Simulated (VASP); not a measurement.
# BP in VASP: single point with LDA

Aim: the single point of BP with LDA.

Everything below comes from runs of VASP 6.6.1. Logs are shortened: lines on timing, memory, paths and dates and some standing lists are left out, and cuts for length are marked.

### 1 The cell of the first run

The cell holds a sheet with vacuum, 2 atoms: a = 3.179 Å, b = 3.179 Å, c = 23.800 Å, α = 90.00°, β = 90.00°, γ = 120.00°.

### 2 Single point, LDA

Input file INCAR:

```
SYSTEM = BP
  PREC = Accurate
  ENCUT = 420
  EDIFF = 1E-6
  ISMEAR = 0
  SIGMA = 0.03
  LREAL = .FALSE.
  LASPH = .TRUE.
  NELM = 120
  ALGO = Normal
  ISIF = 2
  LWAVE = .FALSE.
  LCHARG = .TRUE.
  LDIPOL = .TRUE.
  IDIPOL = 3
  DIPOL = 0.5 0.5 0.294
  LELF = .TRUE.
  LVHAR = .TRUE.
  LVACPOTAV = .TRUE.
  NBANDS = 11
  GGA_COMPAT = .FALSE.
  NELMDL = -8
```

Input file KPOINTS:

```
regular mesh
0
G
  12 12 1
  0 0 0
```

Input file POSCAR:

```
BP
1.0
    3.1788262436      0.0000000000      0.0000000000
   -1.5894131218      2.7529442811      0.0000000000
    0.0000000000      0.0000000000     23.8000000000
B P
1 1
Direct
    0.3333333333      0.6666666667      0.2941176471
    0.6666666667      0.3333333333      0.2941176471
```

Potentials or basis: VASP PAW LDA potentials, release 64 (B, P).

Started as:

```sh
cat potpaw_LDA.64/B/POTCAR potpaw_LDA.64/P/POTCAR > POTCAR
mpirun -np 1 vasp_std > vasp.out
```

OUTCAR:

```text
SYSTEM = BP
   PREC = Accurate
   ENCUT = 420
   EDIFF = 1E-6
   ISMEAR = 0
   LREAL = .FALSE.
   LASPH = .TRUE.
   NELM = 120
   ISIF = 2
   NELMDL = -8

 ion  position               nearest neighbor table
   1  0.333  0.667  0.294-   2 1.84   2 1.84   2 1.84
   2  0.667  0.333  0.294-   1 1.84   1 1.84   1 1.84

  LATTYP: Found a hexagonal cell.
 ALAT       =     3.1788262436
 C/A-ratio  =     7.4870402394

  Lattice vectors:

 A1 = (   3.1788262436,   0.0000000000,   0.0000000000)
 A2 = (  -1.5894131218,   2.7529442811,   0.0000000000)
 A3 = (   0.0000000000,   0.0000000000,  23.8000000000)

Analysis of symmetry for initial positions (statically):
=====================================================================
 Subroutine PRICEL returns:
 Original cell was already a primitive cell.

 Routine SETGRP: Setting up the symmetry group for a
 hexagonal supercell.

 Subroutine GETGRP returns: Found 12 space group operations
 (whereof  6 operations were pure point group operations)
 out of a pool of 24 trial point group operations.

The static configuration has the point symmetry C_3v.
 The point group associated with its full space group is D_3h.

Analysis of symmetry for dynamics (positions and initial velocities):
=====================================================================
 Subroutine PRICEL returns:
 Original cell was already a primitive cell.

 Routine SETGRP: Setting up the symmetry group for a
 hexagonal supercell.

 Subroutine GETGRP returns: Found 12 space group operations
 (whereof  6 operations were pure point group operations)
 out of a pool of 24 trial point group operations.

The dynamic configuration has the point symmetry C_3v.
 The point group associated with its full space group is D_3h.

 Subroutine INISYM returns: Found 12 space group operations
 (whereof  6 operations are pure point group operations),
 and found     1 'primitive' translations

----------------------------------------------------------------------------------------

                                     Primitive cell

  volume of cell :     208.2769

  direct lattice vectors                    reciprocal lattice vectors
     3.178826244  0.000000000  0.000000000     0.314581523  0.181623727  0.000000000
    -1.589413122  2.752944281  0.000000000     0.000000000  0.363247454  0.000000000
     0.000000000  0.000000000 23.800000000     0.000000000  0.000000000  0.042016807

  length of vectors
     3.178826244  3.178826244 23.800000000     0.363247454  0.363247454  0.042016807

  position of ions in fractional coordinates (direct lattice)
     0.333333333  0.666666667  0.294117647
     0.666666667  0.333333333  0.294117647

  ion indices of the primitive-cell ions
   primitive index   ion index
                 1           1
                 2           2

----------------------------------------------------------------------------------------

 KPOINTS: regular mesh

Automatic generation of k-mesh.
 Grid dimensions read from file:
 generate k-points for:   12   12    1

 Generating k-lattice:

  Cartesian coordinates                     Fractional coordinates (reciprocal lattice)
     0.026215127  0.015135311  0.000000000     0.083333333  0.000000000  0.000000000
     0.000000000  0.030270621  0.000000000     0.000000000  0.083333333  0.000000000
     0.000000000  0.000000000  0.042016807     0.000000000  0.000000000  1.000000000

  Length of vectors
     0.030270621  0.030270621  0.042016807

  Shift w.r.t. Gamma in fractional coordinates (k-lattice)
     0.000000000  0.000000000  0.000000000

 Subroutine IBZKPT returns following result:
 ===========================================

 Found     19 irreducible k-points:

 Following reciprocal coordinates:
            Coordinates               Weight
  0.000000  0.000000  0.000000      1.000000
  0.083333  0.000000  0.000000      6.000000
  0.166667  0.000000  0.000000      6.000000
  0.250000  0.000000  0.000000      6.000000
  0.333333  0.000000  0.000000      6.000000
  0.416667  0.000000  0.000000      6.000000
[... 11 lines left out ...]
  0.333333  0.250000  0.000000     12.000000
  0.333333  0.333333  0.000000      2.000000
   k-points           NKPTS =     19   k-points in BZ     NKDIM =     19   number of bands    NBANDS=     11
   number of dos      NEDOS =    301   number of ions     NIONS =      2
   total plane-waves  NPLWV =  92160
   dimension x,y,z NGX =    24 NGY =   24 NGZ =  160
   dimension x,y,z NGXF=    48 NGYF=   48 NGZF=  320
   ions per type =               1   1
   NGX,Y,Z   is equivalent  to a cutoff of  12.55, 12.55, 11.18 a.u.
   NGXF,Y,Z  is equivalent  to a cutoff of  25.10, 25.10, 22.35 a.u.
 SYSTEM =  BP
   PREC   = accura    normal or accurate (medium, high low for compatibility)
   ISTART =      0    job   : 0-new  1-cont  2-samecut
   ICHARG =      2    charge: 1-file 2-atom 10-const
   ISPIN  =      1    spin polarized calculation?
   LNONCOLLINEAR =      F non collinear calculations
   LSORBIT =      F    spin-orbit coupling
   LASPH  =      T    aspherical Exc in radial PAW
   ENCUT  =  420.0 eV  30.87 Ry    5.56 a.u.   5.31  5.31 39.77*2*pi/ulx,y,z
   NELM   =    120;   NELMIN=  2; NELMDL= -8     # of ELM steps
   EDIFF  = 0.1E-05   stopping-criterion for ELM
   LREAL  =      F    real-space projection
   EDIFFG = 0.1E-04   stopping-criterion for IOM
   NSW    =      0    number of steps for IOM
   IBRION =     -1    ionic relax: 0-MD 1-quasi-New 2-CG
   NFREE  =      0    steps in history (QN), initial steepest desc. (CG)
   ISIF   =      2    stress and relaxation
   ISYM   =      2    0-nonsym 1-usesym 2-fastsym
   POTIM  = 0.5000    time-step for ionic-motion
   TEBEG  =    0.0;   TEEND  =   0.0 temperature during run
   PSTRESS=    0.0 pullay stress
   NELECT =       8.0000    total number of electrons
   NUPDOWN=      -1.0000    fix difference up-down
   EMIN   =  10.00;   EMAX   =-10.00  energy-range for DOS
   EFERMI =   0.00;   METHOD = LEGACY
   ISMEAR =     0;   SIGMA  =   0.03  broadening in eV -4-tet -1-fermi 0-gaus
   EFERMI_NEDOS =   21; number of points for ismear=-14 and -15
   IALGO  =     38    algorithm
   IMIX   =      4    mixing-type and parameters
     AMIX     =   0.40;   BMIX     =  1.00
     AMIX_MAG =   1.60;   BMIX_MAG =  1.00
  volume/ion in A,a.u.               =     104.14       702.76
  Fermi-wavevector in a.u.,A,eV,Ry     =   0.552363  1.043814  4.151201  0.305105
  Thomas-Fermi vector in A             =   1.584770
   LORBIT       =      0    0 simple, 1 ext, 2 COOP (PROOUT), +10 PAW based schemes
   GGA     = CA    functional components
   LHFCALC =     F    Hartree Fock is set to
   AEXX    =    0.0000 exact exchange contribution
   IVDW    =     0    specifies the selected vdW correction
   LEPSILON=     F    determine dielectric tensor
   LRPA    =     F    only Hartree local field effects (RPA)
 non-spin polarized calculation
 Gauss-broadening in eV      SIGMA  =   0.03
  energy-cutoff  :      420.00
  volume of cell :      208.28
 maximum number of plane-waves:      4109
 NGX is ok and might be reduce to    24
   NGX = 11   NGY = 11   NGZ = 79

 dipolmoment           0.000000      0.000000     -0.000000 electrons x Angstroem

 number of electron       8.0000001 magnetization

 dipolmoment           0.000000      0.000000      0.000001 electrons x Angstroem

 Free energy of the ion-electron system (eV)
  ---------------------------------------------------
  ext. energy  EPLUGINS =         0.00000000
  ---------------------------------------------------
  free energy    TOTEN  =       -13.35230464 eV

  energy without entropy =      -13.35230464  energy(sigma->0) =      -13.35230464

 E-fermi :  -3.6782     XC(G=0):  -1.8623

 val. band max:       -3.8834121891   @ k =   0.3333   0.3333   0.0000
 cond. band min:      -3.0682681613   @ k =   0.3333   0.3333   0.0000
 fundamental gap:      0.8151440278
 Fermi energy:        -3.6781909750

 k-point     1 :       0.0000    0.0000    0.0000
  band No.  band energies     occupation
      1     -17.6642      2.00000
      2      -8.2007      2.00000
      3      -5.5355      2.00000
      4      -5.5355      2.00000
      5      -0.1830      0.00000
      6       0.8202      0.00000
      7       0.8202      0.00000
      8       1.1495      0.00000
      9       1.4364      0.00000
     10       2.0451      0.00000
     11       2.0700      0.00000

 k-point     2 :       0.0833    0.0000    0.0000
  band No.  band energies     occupation
      1     -17.5567      2.00000
      2      -8.0830      2.00000
      3      -6.0633      2.00000
      4      -5.7457      2.00000
      5      -0.0617      0.00000
      6       0.6366      0.00000
      7       1.2606      0.00000
      8       1.2838      0.00000
      9       1.5767      0.00000
     10       2.1808      0.00000
     11       2.3639      0.00000

 k-point     3 :       0.1667    0.0000    0.0000
  band No.  band energies     occupation
      1     -17.2369      2.00000
      2      -7.7325      2.00000
      3      -7.3209      2.00000
      4      -6.2299      2.00000
      5       0.1050      0.00000
      6       0.4420      0.00000
      7       1.6828      0.00000
      8       1.9907      0.00000
      9       2.4302      0.00000
     10       2.5802      0.00000
     11       2.8283      0.00000
[... 197 lines left out ...]
 k-point    18 :       0.3333    0.2500    0.0000
  band No.  band energies     occupation
      1     -14.4141      2.00000
      2     -11.7056      2.00000
      3      -9.8569      2.00000
      4      -4.4182      2.00000
      5      -2.5819      0.00000
      6       2.6471      0.00000
      7       2.6939      0.00000
      8       4.1339      0.00000
      9       5.3009      0.00000
     10       6.2909      0.00000
     11       6.5247      0.00000

 k-point    19 :       0.3333    0.3333    0.0000
  band No.  band energies     occupation
      1     -14.1516      2.00000
      2     -11.7464      2.00000
      3     -10.3252      2.00000
      4      -3.8834      2.00000
      5      -3.0683      0.00000
      6       2.3175      0.00000
      7       3.4742      0.00000
      8       4.5137      0.00000
      9       5.8622      0.00000
     10       6.9363      0.00000
     11       7.0361      0.00000

------------------------ aborting loop because EDIFF is reached ----------------------------------------

  FORCE on cell =-STRESS in cart. coord.  units (eV):
  Direction    XX          YY          ZZ          XY          YZ          ZX
  --------------------------------------------------------------------------------------
  -------------------------------------------------------------------------------------
  Total       -0.0253428     -0.0253428     -0.0042064      0.0000000      0.0000000      0.0000000
  in kB       -0.1949500     -0.1949500     -0.0323580      0.0000000      0.0000000      0.0000000
  external PRESSURE =      -0.1407526 kB  Pullay stress =       0.0000000 kB

 VOLUME and BASIS-vectors are now :
 -----------------------------------------------------------------------------
  energy-cutoff  :      420.00
  volume of cell :      208.28
      direct lattice vectors                 reciprocal lattice vectors
     3.178826244  0.000000000  0.000000000     0.314581523  0.181623727  0.000000000
    -1.589413122  2.752944281  0.000000000     0.000000000  0.363247454  0.000000000
     0.000000000  0.000000000 23.800000000     0.000000000  0.000000000  0.042016807

 POSITION                                       TOTAL-FORCE (eV/Angst)
 -----------------------------------------------------------------------------------
     -0.00000      1.83530      7.00000        -0.000000     -0.000000      0.000000
      1.58941      0.91765      7.00000         0.000000      0.000000     -0.000000
 -----------------------------------------------------------------------------------
    total drift:                               -0.000000      0.000000      0.000001

  FREE ENERGIE OF THE ION-ELECTRON SYSTEM (eV)
  ---------------------------------------------------
  free  energy   TOTEN  =       -13.3523046401 eV

  energy  without entropy=      -13.3523046401  energy(sigma->0) =      -13.35230464

 vacuum level on the upper side and lower side of the slab         1.395         1.395
```

Wall time 62 s (1 thread of AMD EPYC 7R43 (Zen 3), shared host); peak memory 0.19 GiB.

What came out:

| Quantity | Value |
| --- | --- |
| Free energy | -13.3523 eV |
| Band gap on the k mesh | 0.82 eV |
